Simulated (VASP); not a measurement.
SnSe2:

```
Sn Se
1.0
     3.88574    0.00000    0.00000
    -1.94287    3.36515    0.00000
     0.00000    0.00000    6.25634
Sn Se
1 2
Cartesian
  0.0000 0.0000 0.0000
  1.9429 1.1217 4.6985
  0.0000 2.2434 1.5578
```

Base run:

- Program: VASP 6.6.1
- Functional: PBEsol
- Potentials or basis: VASP PAW PBE potentials, release 64 (Sn_d, Se)
- Cutoff: 520 eV
- k mesh: 8 × 8 × 5
- Occupations: fermi-dirac, width 0.05 eV
- Spin: no spin polarisation

Its results: band gap on the k mesh 0.66 eV (least direct gap 0.77 eV); pressure -1.3 GPa; largest force 0.088 eV/Å.

Question: The run is repeated on the same cell with these changes: functional from PBEsol to PBE. What comes out?

Answer: Band gap on the k mesh 0.72 eV (least direct gap 0.86 eV); pressure 1.4 GPa; largest force 0.262 eV/Å.

PBE binds less tightly than PBEsol, so the same cell stands under more pressure.

Caveats: spin-orbit coupling is left out, which moves the levels of the heavy elements; an odd mesh through Γ misses points on the zone boundary, where band edges can lie; this functional lacks dispersion, which binds the layers, so the pressure and a relaxed spacing across them are unreliable; the PAW data sets were made with another functional, which shifts forces and pressure a little (at least some runs).
